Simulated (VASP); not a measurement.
# Ni3F in VASP: notebook

Runs on Ni3F. Level: PBE. Tasks: single point.

All numbers are computed with VASP 6.6.1; they aren't measurements. Logs are shortened: lines on timing, memory, paths and dates and some standing lists are left out, and cuts for length are marked.

## (1) The cell of the first run

The structure is tetragonal, space group I4/mmm (No. 139). Conventional cell: a = 3.962 Å, b = 3.962 Å, c = 5.679 Å, α = 90.00°, β = 90.00°, γ = 90.00°. Ni (site symmetry 4/mmm) has 8 Ni at 2.44 Å and 6 F at 2.80 to 2.84 Å within 3.2 Å. Ni (site symmetry -4m2) has 10 Ni at 2.44 to 2.84 Å and 4 F at 2.44 Å within 3.2 Å. Within 3.2 Å of F (site symmetry 4/mmm) lie 14 Ni at 2.44 to 2.84 Å.

## (2) Single point, PBE, collinear spin, ferromagnetic start

Input file INCAR:

```
PREC = Accurate ; ENCUT = 520
EDIFF = 1E-7 ; ISMEAR = 0
SIGMA = 0.1 ; LREAL = F
LASPH = T ; NELM = 150
ALGO = Normal ; ISIF = 2
LWAVE = F ; LCHARG = F
ISPIN = 2 ; MAGMOM = 1.02 0.88 0.88 0
LORBIT = 11 ; LMAXMIX = 4
GGA = PE ; NBANDS = 30
```

Input file KPOINTS:

```
regular mesh
0
Gamma
  8 8 8
```

Input file POSCAR:

```
Ni3F
1.0
   -1.9811202764      1.9811202764      2.8395329695
    1.9811202764     -1.9811202764      2.8395329695
    1.9811202764      1.9811202764     -2.8395329695
Ni F
3 1
Direct
    0.5000000000      0.5000000000      0.0000000000
    0.2500000000      0.7500000000      0.5000000000
    0.7500000000      0.2500000000      0.5000000000
    0.0000000000      0.0000000000      0.0000000000
```

Potentials or basis: VASP PAW PBE potentials, release 64 (Ni, F).

On the command line:

```
> cat potpaw_PBE.64/Ni/POTCAR potpaw_PBE.64/F/POTCAR > POTCAR
> mpirun -np 1 vasp_std > vasp.out
```

OUTCAR:

```text
PREC = Accurate
   ENCUT = 520
   EDIFF = 1E-7
   ISMEAR = 0
   LREAL = F
   LASPH = T
   NELM = 150
   ISIF = 2
   ISPIN = 2
   LORBIT = 11
   GGA = PE

 ion  position               nearest neighbor table
   1  0.500  0.500  0.000-   2 2.44   3 2.44   2 2.44   3 2.44   2 2.44   3 2.44   2 2.44   3 2.44

   2  0.250  0.750  0.500-   4 2.44   1 2.44   1 2.44   4 2.44   1 2.44   4 2.44   4 2.44   1 2.44
                             3 2.80   3 2.80   3 2.80   3 2.80   3 2.84   3 2.84
   3  0.750  0.250  0.500-   1 2.44   4 2.44   1 2.44   4 2.44   1 2.44   4 2.44   1 2.44   4 2.44
                             2 2.80   2 2.80   2 2.80   2 2.80   2 2.84   2 2.84
   4  0.000  0.000  0.000-   3 2.44   2 2.44   2 2.44   3 2.44   2 2.44   3 2.44   3 2.44   2 2.44

  LATTYP: Found a body centered tetragonal cell.
 ALAT       =     3.9622405528
 C/A-ratio  =     1.4332966066

  Lattice vectors:

 A1 = (  -1.9811202764,   1.9811202764,   2.8395329695)
 A2 = (   1.9811202764,  -1.9811202764,   2.8395329695)
 A3 = (   1.9811202764,   1.9811202764,  -2.8395329695)

Analysis of symmetry for initial positions (statically):
=====================================================================
 Subroutine PRICEL returns:
 Original cell was already a primitive cell.

 Routine SETGRP: Setting up the symmetry group for a
 body centered tetragonal supercell.

 Subroutine GETGRP returns: Found 16 space group operations
 (whereof 16 operations were pure point group operations)
 out of a pool of 16 trial point group operations.

The static configuration has the point symmetry D_4h.

Analysis of symmetry for dynamics (positions and initial velocities):
=====================================================================
 Subroutine PRICEL returns:
 Original cell was already a primitive cell.

 Routine SETGRP: Setting up the symmetry group for a
 body centered tetragonal supercell.

 Subroutine GETGRP returns: Found 16 space group operations
 (whereof 16 operations were pure point group operations)
 out of a pool of 16 trial point group operations.

The dynamic configuration has the point symmetry D_4h.

Analysis of structural, dynamic, and magnetic symmetry:
=====================================================================
 Subroutine PRICEL returns:
 Original cell was already a primitive cell.

 Routine SETGRP: Setting up the symmetry group for a
 body centered tetragonal supercell.

 Subroutine GETGRP returns: Found 16 space group operations
 (whereof 16 operations were pure point group operations)
 out of a pool of 16 trial point group operations.

The overall configuration has the point symmetry D_4h.

 Subroutine INISYM returns: Found 16 space group operations
 (whereof 16 operations are pure point group operations),
 and found     1 'primitive' translations

----------------------------------------------------------------------------------------

                                     Primitive cell

  volume of cell :      44.5788

  direct lattice vectors                    reciprocal lattice vectors
    -1.981120276  1.981120276  2.839532970     0.000000000  0.252382456  0.176085295
     1.981120276 -1.981120276  2.839532970     0.252382456  0.000000000  0.176085295
     1.981120276  1.981120276 -2.839532970     0.252382456  0.252382456  0.000000000

  length of vectors
     3.989062870  3.989062870  3.989062870     0.307738420  0.307738420  0.356922691

  position of ions in fractional coordinates (direct lattice)
     0.500000000  0.500000000  0.000000000
     0.250000000  0.750000000  0.500000000
     0.750000000  0.250000000  0.500000000
     0.000000000  0.000000000  0.000000000

  ion indices of the primitive-cell ions
   primitive index   ion index
                 1           1
                 2           2
                 3           3
                 4           4

----------------------------------------------------------------------------------------

 KPOINTS: regular mesh

Automatic generation of k-mesh.
 Grid dimensions read from file:
 generate k-points for:    8    8    8

 Generating k-lattice:

  Cartesian coordinates                     Fractional coordinates (reciprocal lattice)
     0.000000000  0.031547807  0.022010662     0.125000000  0.000000000  0.000000000
     0.031547807  0.000000000  0.022010662     0.000000000  0.125000000  0.000000000
     0.031547807  0.031547807  0.000000000     0.000000000  0.000000000  0.125000000

  Length of vectors
     0.038467302  0.038467302  0.044615336

  Shift w.r.t. Gamma in fractional coordinates (k-lattice)
     0.000000000  0.000000000  0.000000000

 Subroutine IBZKPT returns following result:
 ===========================================

 Found     59 irreducible k-points:

 Following reciprocal coordinates:
            Coordinates               Weight
  0.000000  0.000000  0.000000      1.000000
  0.125000  0.000000  0.000000      8.000000
  0.250000  0.000000  0.000000      8.000000
  0.375000  0.000000 -0.000000      8.000000
  0.500000  0.000000  0.000000      4.000000
  0.125000  0.125000  0.000000      8.000000
[... 16 lines left out ...]
  0.250000  0.125000  0.125000     16.000000
  0.375000  0.125000  0.125000      8.000000
 [... further k-points ...]
   k-points           NKPTS =     59   k-points in BZ     NKDIM =     59   number of bands    NBANDS=     30
   number of dos      NEDOS =    301   number of ions     NIONS =      4
   total plane-waves  NPLWV =  27000
   dimension x,y,z NGX =    30 NGY =   30 NGZ =   30
   dimension x,y,z NGXF=    60 NGYF=   60 NGZF=   60
   ions per type =               3   1
   NGX,Y,Z   is equivalent  to a cutoff of  12.50, 12.50, 12.50 a.u.
   NGXF,Y,Z  is equivalent  to a cutoff of  25.01, 25.01, 25.01 a.u.
 SYSTEM =  unknown system
   PREC   = accura    normal or accurate (medium, high low for compatibility)
   ISTART =      0    job   : 0-new  1-cont  2-samecut
   ICHARG =      2    charge: 1-file 2-atom 10-const
   ISPIN  =      2    spin polarized calculation?
   LNONCOLLINEAR =      F non collinear calculations
   LSORBIT =      F    spin-orbit coupling
   LASPH  =      T    aspherical Exc in radial PAW
   ENCUT  =  520.0 eV  38.22 Ry    6.18 a.u.   7.42  7.42  7.42*2*pi/ulx,y,z
   NELM   =    150;   NELMIN=  2; NELMDL= -5     # of ELM steps
   EDIFF  = 0.1E-06   stopping-criterion for ELM
   LREAL  =      F    real-space projection
   EDIFFG = 0.1E-05   stopping-criterion for IOM
   NSW    =      0    number of steps for IOM
   IBRION =     -1    ionic relax: 0-MD 1-quasi-New 2-CG
   NFREE  =      0    steps in history (QN), initial steepest desc. (CG)
   ISIF   =      2    stress and relaxation
   ISYM   =      2    0-nonsym 1-usesym 2-fastsym
   POTIM  = 0.5000    time-step for ionic-motion
   TEBEG  =    0.0;   TEEND  =   0.0 temperature during run
   PSTRESS=    0.0 pullay stress
   NELECT =      37.0000    total number of electrons
   NUPDOWN=      -1.0000    fix difference up-down
   EMIN   =  10.00;   EMAX   =-10.00  energy-range for DOS
   EFERMI =   0.00;   METHOD = LEGACY
   ISMEAR =     0;   SIGMA  =   0.10  broadening in eV -4-tet -1-fermi 0-gaus
   EFERMI_NEDOS =   21; number of points for ismear=-14 and -15
   IALGO  =     38    algorithm
   IMIX   =      4    mixing-type and parameters
     AMIX     =   0.40;   BMIX     =  1.00
     AMIX_MAG =   1.60;   BMIX_MAG =  1.00
  volume/ion in A,a.u.               =      11.14        75.21
  Fermi-wavevector in a.u.,A,eV,Ry     =   1.538506  2.907355 32.205002  2.367001
  Thomas-Fermi vector in A             =   2.644865
   LORBIT       =     11    0 simple, 1 ext, 2 COOP (PROOUT), +10 PAW based schemes
   GGA     = PE    functional components
   LHFCALC =     F    Hartree Fock is set to
   AEXX    =    0.0000 exact exchange contribution
   IVDW    =     0    specifies the selected vdW correction
   LEPSILON=     F    determine dielectric tensor
   LRPA    =     F    only Hartree local field effects (RPA)
 spin polarized calculation
 Gauss-broadening in eV      SIGMA  =   0.10
  energy-cutoff  :      520.00
  volume of cell :       44.58
 maximum number of plane-waves:      1243
 NGX is ok and might be reduce to    30
   NGX = 15   NGY = 15   NGZ = 15

 number of electron      37.0000020 magnetization       2.4259069

 Free energy of the ion-electron system (eV)
  ---------------------------------------------------
  ext. energy  EPLUGINS =         0.00000000
  ---------------------------------------------------
  free energy    TOTEN  =       -17.74364479 eV

  energy without entropy =      -17.72135789  energy(sigma->0) =      -17.73250134

 E-fermi :   7.0934     XC(G=0): -12.3465

 val. band max:        7.0909169744   @ k =   0.0000   0.0000   0.0000
 cond. band min:       7.0940948633   @ k =  -0.3750   0.2500   0.0000
 fundamental gap:      0.0031778889
 Fermi energy:         7.0933971591

 spin component 1

 k-point     1 :       0.0000    0.0000    0.0000
  band No.  band energies     occupation
      1     -16.4955      1.00000
      2       1.1010      1.00000
      3       1.3296      1.00000
      4       1.3330      1.00000
      5       1.3330      1.00000
      6       3.7607      1.00000
[... 22 lines left out ...]
     29      22.0092      0.00000
     30      22.1654      0.00000

 k-point     2 :       0.1250    0.0000    0.0000
  band No.  band energies     occupation
      1     -16.4861      1.00000
      2       0.5507      1.00000
      3       1.3201      1.00000
      4       1.3238      1.00000
      5       2.1462      1.00000
      6       3.8648      1.00000
[... 22 lines left out ...]
     29      21.7469      0.00000
     30      22.5350      0.00000

 k-point     3 :       0.2500    0.0000    0.0000
  band No.  band energies     occupation
      1     -16.4644      1.00000
      2       0.1698      1.00000
      3       1.2978      1.00000
      4       1.3051      1.00000
      5       3.2275      1.00000
      6       4.0649      1.00000
[... 682 lines left out ...]
     29      22.6989      0.00000
     30      24.6221      0.00000

 k-point    24 :       0.3750    0.1250    0.1250
  band No.  band energies     occupation
      1     -16.4258      1.00000
      2       0.2647      1.00000
      3       0.9938      1.00000
      4       1.2940      1.00000
      5       3.8389      1.00000
      6       3.9289      1.00000
[... 22 lines left out ...]
     29      22.0994      0.00000
     30      25.9427      0.00000

 [... further k-points ...]

 spin component 2

 k-point     1 :       0.0000    0.0000    0.0000
  band No.  band energies     occupation
      1     -16.4740      1.00000
      2       1.0916      1.00000
      3       1.4571      1.00000
      4       1.4593      1.00000
      5       1.4593      1.00000
      6       4.2507      1.00000
[... 22 lines left out ...]
     29      22.1594      0.00000
     30      22.2609      0.00000

 k-point     2 :       0.1250    0.0000    0.0000
  band No.  band energies     occupation
      1     -16.4645      1.00000
      2       0.5887      1.00000
      3       1.4432      1.00000
      4       1.4464      1.00000
      5       2.2150      1.00000
      6       4.3607      1.00000
[... 22 lines left out ...]
     29      21.8697      0.00000
     30      22.6867      0.00000

 k-point     3 :       0.2500    0.0000    0.0000
  band No.  band energies     occupation
      1     -16.4425      1.00000
      2       0.2002      1.00000
      3       1.4108      1.00000
      4       1.4181      1.00000
      5       3.2788      1.00000
      6       4.6412      1.00000
[... 682 lines left out ...]
     29      22.7923      0.00000
     30      24.7100      0.00000

 k-point    24 :       0.3750    0.1250    0.1250
  band No.  band energies     occupation
      1     -16.4033      1.00000
      2       0.2869      1.00000
      3       1.0577      1.00000
      4       1.3709      1.00000
      5       4.4184      1.00000
      6       4.6445      1.00000
[... 22 lines left out ...]
     29      22.2259      0.00000
     30      26.0500      0.00000

 [... further k-points ...]

------------------------ aborting loop because EDIFF is reached ----------------------------------------

  FORCE on cell =-STRESS in cart. coord.  units (eV):
  Direction    XX          YY          ZZ          XY          YZ          ZX
  --------------------------------------------------------------------------------------
  -------------------------------------------------------------------------------------
  Total       -0.0179514     -0.0179514     -0.0821904      0.0000000     -0.0000000      0.0000000
  in kB       -0.6451774     -0.6451774     -2.9539484      0.0000000     -0.0000000      0.0000000
  external PRESSURE =      -1.4147678 kB  Pullay stress =       0.0000000 kB

 VOLUME and BASIS-vectors are now :
 -----------------------------------------------------------------------------
  energy-cutoff  :      520.00
  volume of cell :       44.58
      direct lattice vectors                 reciprocal lattice vectors
    -1.981120276  1.981120276  2.839532970     0.000000000  0.252382456  0.176085295
     1.981120276 -1.981120276  2.839532970     0.252382456  0.000000000  0.176085295
     1.981120276  1.981120276 -2.839532970     0.252382456  0.252382456  0.000000000

 POSITION                                       TOTAL-FORCE (eV/Angst)
 -----------------------------------------------------------------------------------
      0.00000      0.00000      2.83953         0.000000      0.000000     -0.000000
      1.98112      0.00000      1.41977        -0.000000     -0.000000      0.000000
      0.00000      1.98112      1.41977        -0.000000     -0.000000     -0.000000
      0.00000      0.00000      0.00000         0.000000      0.000000     -0.000000
 -----------------------------------------------------------------------------------
    total drift:                                0.000000     -0.000000      0.000000

  FREE ENERGIE OF THE ION-ELECTRON SYSTEM (eV)
  ---------------------------------------------------
  free  energy   TOTEN  =       -17.7436447861 eV

  energy  without entropy=      -17.7213578858  energy(sigma->0) =      -17.73250134

 total charge

# of ion       s       p       d       tot
------------------------------------------
    1        0.511   0.394   8.322   9.227
    2        0.419   0.294   8.320   9.033
    3        0.419   0.294   8.320   9.033
    4        1.773   4.227   0.000   6.000
--------------------------------------------------
tot          3.122   5.209  24.962  33.293

 magnetization (x)

# of ion       s       p       d       tot
------------------------------------------
    1       -0.022  -0.032   0.865   0.811
    2       -0.010  -0.013   0.844   0.821
    3       -0.010  -0.013   0.844   0.821
    4        0.001   0.011   0.000   0.012
--------------------------------------------------
tot         -0.041  -0.046   2.552   2.464
```

It took 1.9 min on 1 thread of Intel Xeon 6975P-C (Granite Rapids), shared host; peak memory 0.25 GiB.

What came out:

```yaml
Free_energy: -17.7436 eV
Pressure: -0.1 GPa
Net_moment: 2.43 μB per cell
Site_moments: Ni +0.81, +0.82 (each value once); F +0.01 μB
Valence_electrons_inside_the_program's_atomic_spheres: Ni 9.23, 9.03 (each value once); F 6.00
```

Levels at points of the mesh, in eV from the Fermi level:
Spin up:
| k point | band 16 | band 17 | band 18 | band 19 | band 20 | band 21 | band 22 | band 23 | band 24 | band 25 |
| --- | --- | --- | --- | --- | --- | --- | --- | --- | --- | --- |
| (0.00, 0.00, 0.00) | -1.05 | -0.95 | -0.91 | -0.76 | -0.74 | 7.22 | 7.22 | 7.31 | 9.04 | 9.25 |
| (0.50, 0.00, 0.00) | -1.57 | -1.01 | -0.98 | -0.64 | -0.62 | 0.82 | 5.74 | 5.88 | 9.33 | 10.35 |
| (0.50, 0.50, 0.00) | -1.20 | -0.80 | -0.78 | -0.78 | 0.49 | 1.61 | 3.98 | 4.09 | 5.37 | 10.80 |
| (0.50, 0.50, 0.50) | -1.14 | -0.78 | -0.78 | -0.77 | 0.46 | 1.45 | 4.12 | 4.12 | 5.53 | 10.90 |
Spin down:
```csv
k point,band 14,band 15,band 16,band 17,band 18,band 19,band 20,band 21
"(0.00, 0.00, 0.00)",-0.28,-0.25,-0.06,-0.02,-0.01,0.00,0.00,7.44
"(0.50, 0.00, 0.00)",-0.93,-0.93,-0.73,-0.29,-0.28,0.40,0.42,1.48
"(0.50, 0.50, 0.00)",-0.89,-0.33,-0.29,-0.07,0.29,0.32,1.09,1.88
"(0.50, 0.50, 0.50)",-0.86,-0.28,-0.27,-0.04,0.32,0.32,1.06,1.71
```

## (3) Single point, PBE, collinear spin, ferromagnetic start

Input file INCAR:

```
SYSTEM = Ni3F
ALGO     = Normal         ! electronic algorithm
EDIFF    = 1E-6           ! SCF threshold, eV
ENCUT    = 520            ! plane-wave cutoff, eV
GGA      = PE             ! functional
ISIF     = 2              ! what is computed and relaxed
ISMEAR   = 0              ! smearing method
ISPIN    = 2              ! spin polarisation
LASPH    = .TRUE.         ! aspherical terms in the spheres
LCHARG   = .TRUE.         ! write CHGCAR
LELF     = .TRUE.         ! ELF
LMAXMIX  = 4              ! l up to which the mixer works
LORBIT   = 11             ! projections on sites
LREAL    = .FALSE.        ! projectors in reciprocal space
LVHAR    = .TRUE.       
LWAVE    = .FALSE.        ! write WAVECAR
MAGMOM   = 0.94 0.94 0.94 0 ! initial moments
NBANDS   = 30             ! bands
NELM     = 150            ! most SCF steps
PREC     = Accurate       ! precision mode
SIGMA    = 0.1            ! smearing width, eV
```

Input file KPOINTS:

```
k-points
0
G
  14 14 14
  0 0 0
```

Input file POSCAR:

```
Ni3F
1.0
    0.0000000000      2.8146963879      2.8146963879
    2.8146963879      0.0000000000      2.8146963879
    2.8146963879      2.8146963879      0.0000000000
Ni F
3 1
Direct
    0.5000000000      0.5000000000      0.5000000000
    0.2500000000      0.2500000000      0.2500000000
    0.7500000000      0.7500000000      0.7500000000
    0.0000000000      0.0000000000      0.0000000000
```

Potentials or basis: VASP PAW PBE potentials, release 64 (Ni, F).

On the command line:

```
> cat potpaw_PBE.64/Ni/POTCAR potpaw_PBE.64/F/POTCAR > POTCAR
> mpirun -np 1 vasp_std > vasp.out
```

It took 2.9 min on 1 thread of Intel Xeon 6975P-C (Granite Rapids), shared host; peak memory 0.32 GiB.

It converged, with:

- Free energy: -17.7466 eV
- Pressure: -0.2 GPa
- Net moment: 2.43 μB per cell
- Site moments: Ni +0.81, +0.82 (each value once); F +0.01 μB
- Valence electrons inside the program's atomic spheres: Ni 9.23, 9.03 (each value once); F 6.00

Levels at points of the mesh, in eV from the Fermi level:
Spin up:
| k point | band 18 | band 19 | band 20 | band 21 | band 22 | band 23 |
| --- | --- | --- | --- | --- | --- | --- |
| (0.00, 0.00, 0.00) | -0.93 | -0.75 | -0.75 | 7.25 | 7.25 | 7.25 |
| (0.50, 0.00, 0.00) | -1.00 | -0.63 | -0.63 | 0.81 | 5.81 | 5.81 |
| (0.50, 0.50, 0.00) | -0.79 | -0.78 | 0.48 | 1.56 | 4.06 | 4.06 |
Spin down:
```csv
k point,band 15,band 16,band 17,band 18,band 19,band 20
"(0.00, 0.00, 0.00)",-0.27,-0.04,-0.04,-0.01,-0.01,-0.01
"(0.50, 0.00, 0.00)",-0.93,-0.73,-0.29,-0.29,0.41,0.41
"(0.50, 0.50, 0.00)",-0.31,-0.29,-0.07,0.31,0.31,1.08
```

With open d or f shells a metallic result of PBE can be an artefact of self-interaction; +U or a hybrid may open a gap.
